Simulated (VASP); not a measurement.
Wanted: the native input for a VASP 6.6.1 run.

```
Task                   : single point
Functional             : revPBE
Potentials or basis    : VASP PAW PBE potentials, release 64 (W_sv)
Cutoff                 : 520 eV
k mesh                 : 13 × 13 × 13
Occupations            : fermi-dirac, width 0.1 eV
Spin                   : no spin polarisation
Dipole correction      : no
Further INCAR settings : ALGO = Normal; EDIFF = 1e-06; NBANDS = 13
```

The structure of W lies in POSCAR:

```
W
1.0
    2.7153480917      0.0000000000      0.0000000000
    0.0000000000      2.7153480917      0.0000000000
    0.0000000000      0.0000000000      2.7153480917
W
1
Direct
    0.0000000000      0.0000000000      0.0000000000
```

This cell differs from its parent crystal: volume scaled by 1.08.

One way to write it, as run:

INCAR

```
PREC     = Accurate       # precision mode
ENCUT    = 520            # plane-wave cutoff, eV
EDIFF    = 1E-6           # SCF threshold, eV
ISMEAR   = -1             # smearing method
SIGMA    = 0.1            # smearing width, eV
LREAL    = False          # projectors in reciprocal space
LASPH    = True           # aspherical terms in the spheres
NELM     = 100            # most SCF steps
ALGO     = Normal         # electronic algorithm
ISIF     = 2              # what is computed and relaxed
LWAVE    = False          # write WAVECAR
LCHARG   = False          # write CHGCAR
GGA      = RE             # functional
NBANDS   = 13             # bands
```

KPOINTS

```
regular mesh
0
Gamma
  13 13 13
```

Potentials or basis: VASP PAW PBE potentials, release 64 (W_sv).

Run with:

```bash
$ cat potpaw_PBE.64/W_sv/POTCAR > POTCAR
$ mpirun -np 1 vasp_std > vasp.out
```

Results of the run:

```json
{
  "Pressure": "-13.7 GPa",
  "Band gap on the k mesh": "zero (band 7 reaches 10.00 eV, above the bottom of band 8 at 7.75 eV)"
}
```

Caveat: the PAW data sets were made with another functional, which shifts forces and pressure a little; spin-orbit coupling is left out, which moves the levels of the heavy elements.

It took 18 s on 1 thread of Intel Xeon 8259CL (shared host), peak memory 0.14 GiB.
